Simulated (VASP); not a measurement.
# MoS2 (P-1) in VASP: single point with PBE

Aim: the single point of MoS2 with PBE.

Everything below comes from runs of VASP 6.6.1. Logs are shortened: lines on timing, memory, paths and dates and some standing lists are left out, and cuts for length are marked.

## (1) The cell of the first run

The typed cell holds 6 atoms: a = 3.185 Å, b = 3.186 Å, c = 14.778 Å, α = 89.95°, β = 89.71°, γ = 120.01°.

## (2) Single point, PBE

INCAR

```
SYSTEM = MoS2
  PREC = Accurate
  ENCUT = 520
  EDIFF = 1E-6
  ISMEAR = -1
  SIGMA = 0.0808
  LREAL = .False.
  LASPH = .True.
  NELM = 100
  ALGO = Normal
  ISIF = 2
  LWAVE = .False.
  LCHARG = .True.
  GGA = PE
  LELF = .True.
  LVHAR = .True.
  NBANDS = 35
```

KPOINTS

```
Automatic mesh
0
Gamma
  6 6 2
  0.5 0 0.5
```

POSCAR

```
MoS2
1.0
    3.1847247808     -0.0007618515      0.0134854722
   -1.5930109885      2.7592020619      0.0045559382
    0.0113571398     -0.0014722323     14.7779032059
Mo S
2 4
Direct
    0.3249338720      0.6606850744      0.2489784887
    0.6604801700      0.3286669018      0.7489618676
    0.3308515812      0.6643271150      0.6432302878
    0.6617395057      0.3295547208      0.1432464275
    0.3236743384      0.6597972684      0.8546938371
    0.6545625327      0.3250249195      0.3547100913
```

Potentials or basis: VASP PAW PBE potentials, release 64 (Mo_sv, S).

On the command line:

```bash
cat potpaw_PBE.64/Mo_sv/POTCAR potpaw_PBE.64/S/POTCAR > POTCAR
mpirun -np 1 vasp_std > vasp.out
```

OUTCAR:

```text
SYSTEM = MoS2
   PREC = Accurate
   ENCUT = 520
   EDIFF = 1E-6
   ISMEAR = -1
   LREAL = .False.
   LASPH = .True.
   NELM = 100
   ISIF = 2
   GGA = PE

 ion  position               nearest neighbor table
   1  0.325  0.661  0.249-   6 2.41   4 2.41   6 2.41   6 2.41   4 2.41   4 2.41
   2  0.660  0.329  0.749-   5 2.41   3 2.41   3 2.41   3 2.41   5 2.41   5 2.41
   3  0.331  0.664  0.643-   2 2.41   2 2.41   2 2.41
   4  0.662  0.330  0.143-   1 2.41   1 2.41   1 2.41
   5  0.324  0.660  0.855-   2 2.41   2 2.41   2 2.41
   6  0.655  0.325  0.355-   1 2.41   1 2.41   1 2.41

  LATTYP: Found a triclinic cell.
 ALAT       =     3.1847873843
 B/A-ratio  =     1.0003957712
 C/A-ratio  =     4.6401551689
 COS(alpha) =     0.0009594304
 COS(beta)  =     0.0059626790
 COS(gamma) =     0.5002085448

  Lattice vectors:

 A1 = (   1.5917137923,   2.7584402104,   0.0180414104)
 A2 = (  -1.5930109885,   2.7592020619,   0.0045559382)
 A3 = (   0.0113571398,  -0.0014722323,  14.7779032059)

Analysis of symmetry for initial positions (statically):
=====================================================================
 Subroutine PRICEL returns:
 Original cell was already a primitive cell.

 Routine SETGRP: Setting up the symmetry group for a
 triclinic supercell.

 Subroutine GETGRP returns: Found  2 space group operations
 (whereof  1 operations were pure point group operations)
 out of a pool of  2 trial point group operations.

The static configuration has the point symmetry C_1 .
 The point group associated with its full space group is S_2 .

Analysis of symmetry for dynamics (positions and initial velocities):
=====================================================================
 Subroutine PRICEL returns:
 Original cell was already a primitive cell.

 Routine SETGRP: Setting up the symmetry group for a
 triclinic supercell.

 Subroutine GETGRP returns: Found  2 space group operations
 (whereof  1 operations were pure point group operations)
 out of a pool of  2 trial point group operations.

The dynamic configuration has the point symmetry C_1 .
 The point group associated with its full space group is S_2 .

 Subroutine INISYM returns: Found  2 space group operations
 (whereof  1 operations are pure point group operations),
 and found     1 'primitive' translations

----------------------------------------------------------------------------------------

                                     Primitive cell

  volume of cell :     129.8396

  direct lattice vectors                    reciprocal lattice vectors
     3.184724781 -0.000761851  0.013485472     0.314043194  0.181311577 -0.000223286
    -1.593010988  2.759202062  0.004555938     0.000086558  0.362473535  0.000036045
     0.011357140 -0.001472232 14.777903206    -0.000286605 -0.000277203  0.067668791

  length of vectors
     3.184753423  3.186047831 14.777907643     0.362625241  0.362473547  0.067669966

  position of ions in fractional coordinates (direct lattice)
     0.324933872  0.660685074  0.248978489
     0.660480170  0.328666902  0.748961868
     0.330851581  0.664327115  0.643230288
     0.661739506  0.329554721  0.143246428
     0.323674338  0.659797268  0.854693837
     0.654562533  0.325024920  0.354710091

  ion indices of the primitive-cell ions
   primitive index   ion index
                 1           1
                 2           2
                 3           3
                 4           4
                 5           5
                 6           6

----------------------------------------------------------------------------------------

 KPOINTS: Automatic mesh

Automatic generation of k-mesh.
 Grid dimensions read from file:
 generate k-points for:    6    6    2

 Generating k-lattice:

  Cartesian coordinates                     Fractional coordinates (reciprocal lattice)
     0.052340532  0.030218596 -0.000037214     0.166666667  0.000000000  0.000000000
     0.000014426  0.060412256  0.000006007     0.000000000  0.166666667  0.000000000
    -0.000143302 -0.000138602  0.033834396    -0.000000000 -0.000000000  0.500000000

  Length of vectors
     0.060437540  0.060412258  0.033834983

  Shift w.r.t. Gamma in fractional coordinates (k-lattice)
     0.500000000  0.000000000  0.500000000

 Subroutine IBZKPT returns following result:
 ===========================================

 Found     36 irreducible k-points:

 Following reciprocal coordinates:
            Coordinates               Weight
  0.083333 -0.000000  0.250000      2.000000
  0.250000  0.000000  0.250000      2.000000
  0.416667 -0.000000  0.250000      2.000000
 -0.416667 -0.000000  0.250000      2.000000
 -0.250000  0.000000  0.250000      2.000000
 -0.083333  0.000000  0.250000      2.000000
[... 16 lines left out ...]
 -0.250000  0.500000  0.250000      2.000000
 -0.083333  0.500000  0.250000      2.000000
 [... further k-points ...]
   k-points           NKPTS =     36   k-points in BZ     NKDIM =     36   number of bands    NBANDS=     35
   number of dos      NEDOS =    301   number of ions     NIONS =      6
   total plane-waves  NPLWV =  64512
   dimension x,y,z NGX =    24 NGY =   24 NGZ =  112
   dimension x,y,z NGXF=    48 NGYF=   48 NGZF=  224
   ions per type =               2   4
   NGX,Y,Z   is equivalent  to a cutoff of  12.53, 12.52, 12.60 a.u.
   NGXF,Y,Z  is equivalent  to a cutoff of  25.06, 25.05, 25.20 a.u.
 SYSTEM =  MoS2
   PREC   = accura    normal or accurate (medium, high low for compatibility)
   ISTART =      0    job   : 0-new  1-cont  2-samecut
   ICHARG =      2    charge: 1-file 2-atom 10-const
   ISPIN  =      1    spin polarized calculation?
   LNONCOLLINEAR =      F non collinear calculations
   LSORBIT =      F    spin-orbit coupling
   LASPH  =      T    aspherical Exc in radial PAW
   ENCUT  =  520.0 eV  38.22 Ry    6.18 a.u.   5.92  5.92 27.48*2*pi/ulx,y,z
   NELM   =    100;   NELMIN=  2; NELMDL= -5     # of ELM steps
   EDIFF  = 0.1E-05   stopping-criterion for ELM
   LREAL  =      F    real-space projection
   EDIFFG = 0.1E-04   stopping-criterion for IOM
   NSW    =      0    number of steps for IOM
   IBRION =     -1    ionic relax: 0-MD 1-quasi-New 2-CG
   NFREE  =      0    steps in history (QN), initial steepest desc. (CG)
   ISIF   =      2    stress and relaxation
   ISYM   =      2    0-nonsym 1-usesym 2-fastsym
   POTIM  = 0.5000    time-step for ionic-motion
   TEBEG  =    0.0;   TEEND  =   0.0 temperature during run
   PSTRESS=    0.0 pullay stress
   NELECT =      52.0000    total number of electrons
   NUPDOWN=      -1.0000    fix difference up-down
   EMIN   =  10.00;   EMAX   =-10.00  energy-range for DOS
   EFERMI =   0.00;   METHOD = LEGACY
   ISMEAR =    -1;   SIGMA  =   0.08  broadening in eV -4-tet -1-fermi 0-gaus
   EFERMI_NEDOS =   21; number of points for ismear=-14 and -15
   IALGO  =     38    algorithm
   IMIX   =      4    mixing-type and parameters
     AMIX     =   0.40;   BMIX     =  1.00
     AMIX_MAG =   1.60;   BMIX_MAG =  1.00
  volume/ion in A,a.u.               =      21.64       146.03
  Fermi-wavevector in a.u.,A,eV,Ry     =   1.206721  2.280372 19.812478  1.456176
  Thomas-Fermi vector in A             =   2.342380
   LORBIT       =      0    0 simple, 1 ext, 2 COOP (PROOUT), +10 PAW based schemes
   GGA     = PE    functional components
   LHFCALC =     F    Hartree Fock is set to
   AEXX    =    0.0000 exact exchange contribution
   IVDW    =     0    specifies the selected vdW correction
   LEPSILON=     F    determine dielectric tensor
   LRPA    =     F    only Hartree local field effects (RPA)
 non-spin polarized calculation
  energy-cutoff  :      520.00
  volume of cell :      129.84
 maximum number of plane-waves:      3522
   NGX = 11   NGY = 11   NGZ = 55

 number of electron      52.0000000 magnetization

 Free energy of the ion-electron system (eV)
  ---------------------------------------------------
  ext. energy  EPLUGINS =         0.00000000
  ---------------------------------------------------
  free energy    TOTEN  =       -43.71624574 eV

  energy without entropy =      -43.71623662  energy(sigma->0) =      -43.71624118

 E-fermi :   5.5280     XC(G=0):  -9.4546

 val. band max:        4.6880344651   @ k =   0.0833  -0.0000   0.2500
 cond. band min:       6.5000971836   @ k =   0.2500   0.3333   0.2500
 fundamental gap:      1.8120627185
 Fermi energy:         5.5279993825

 k-point     1 :       0.0833   -0.0000    0.2500
  band No.  band energies     occupation
      1     -56.2638      2.00000
      2     -56.2637      2.00000
      3     -30.3982      2.00000
      4     -30.3981      2.00000
      5     -30.2277      2.00000
      6     -30.2276      2.00000
[... 27 lines left out ...]
     34       7.5398      0.00000
     35      10.9124      0.00000

 k-point     2 :       0.2500    0.0000    0.2500
  band No.  band energies     occupation
      1     -56.2478      2.00000
      2     -56.2477      2.00000
      3     -30.3887      2.00000
      4     -30.3886      2.00000
      5     -30.3663      2.00000
      6     -30.3662      2.00000
[... 27 lines left out ...]
     34       8.3806      0.00000
     35      11.7755      0.00000

 k-point     3 :       0.4167   -0.0000    0.2500
  band No.  band energies     occupation
      1     -56.2317      2.00000
      2     -56.2316      2.00000
      3     -30.5456      2.00000
      4     -30.5455      2.00000
      5     -30.3342      2.00000
      6     -30.3341      2.00000
[... 27 lines left out ...]
     34       8.8667      0.00000
     35      11.1932      0.00000
[... 723 lines left out ...]
 k-point    23 :      -0.2500    0.5000    0.2500
  band No.  band energies     occupation
      1     -56.2293      2.00000
      2     -56.2292      2.00000
      3     -30.5015      2.00000
      4     -30.5014      2.00000
      5     -30.3576      2.00000
      6     -30.3575      2.00000
[... 27 lines left out ...]
     34       9.2664      0.00000
     35      12.0857      0.00000

 k-point    24 :      -0.0833    0.5000    0.2500
  band No.  band energies     occupation
      1     -56.2293      2.00000
      2     -56.2292      2.00000
      3     -30.5558      2.00000
      4     -30.5557      2.00000
      5     -30.3293      2.00000
      6     -30.3292      2.00000
[... 27 lines left out ...]
     34       8.8173      0.00000
     35      11.0134      0.00000

 [... further k-points ...]
[... 5 lines left out ...]
  --------------------------------------------------------------------------------------
  -------------------------------------------------------------------------------------
  Total       -0.0751221     -0.0765185     -0.1080033      0.0000075     -0.0004349     -0.0005433
  in kB       -0.9269816     -0.9442127     -1.3327255      0.0000926     -0.0053668     -0.0067037
  external PRESSURE =      -1.0679733 kB  Pullay stress =       0.0000000 kB

 VOLUME and BASIS-vectors are now :
 -----------------------------------------------------------------------------
  energy-cutoff  :      520.00
  volume of cell :      129.84
      direct lattice vectors                 reciprocal lattice vectors
     3.184724781 -0.000761851  0.013485472     0.314043194  0.181311577 -0.000223286
    -1.593010988  2.759202062  0.004555938     0.000086558  0.362473535  0.000036045
     0.011357140 -0.001472232 14.777903206    -0.000286605 -0.000277203  0.067668791

 POSITION                                       TOTAL-FORCE (eV/Angst)
 -----------------------------------------------------------------------------------
     -0.01483      1.82235      3.68677         0.000019     -0.000149     -0.000094
      1.58838      0.90525     11.07849        -0.000019      0.000149      0.000094
      0.00270      1.83181      9.51308        -0.000139     -0.000171      0.011189
      1.58410      0.90859      2.12731        -0.000131     -0.000008      0.011265
     -0.01054      1.81901     12.63795         0.000131      0.000008     -0.011265
      1.57086      0.89579      5.25218         0.000139      0.000171     -0.011189
 -----------------------------------------------------------------------------------
    total drift:                                0.000237     -0.000112      0.000551

  FREE ENERGIE OF THE ION-ELECTRON SYSTEM (eV)
  ---------------------------------------------------
  free  energy   TOTEN  =       -43.7162457376 eV

  energy  without entropy=      -43.7162366158  energy(sigma->0) =      -43.71624118
```

Run time: 2.5 min. Hardware: 1 thread of Intel Xeon Platinum 8488C (Sapphire Rapids), shared host; peak memory 0.3 GiB.

Results:

* Free energy: -43.7162 eV
* Pressure: -0.1 GPa
* Largest force: 0.011 eV/Å
* Band gap on the k mesh: 1.81 eV, indirect (least direct gap 2.10 eV)

Forces on the atoms (eV/Å):
```
Mo   0.000  0.000  0.000
Mo   0.000  0.000  0.000
S    0.000  0.000  0.011
S    0.000  0.000  0.011
S    0.000  0.000 -0.011
S    0.000  0.000 -0.011
```

Levels at points of the mesh, in eV from the valence-band top:
```tsv
k point	band 22	band 23	band 24	band 25	band 26	band 27	band 28	band 29	band 30	band 31
(0.08, 0.00, 0.25)	-1.75	-1.34	-1.15	-0.23	0.00	2.53	2.55	2.63	2.69	2.80
```

A k mesh can miss the band edges. PBE gaps usually lie below the measured ones, often by a third to a half.
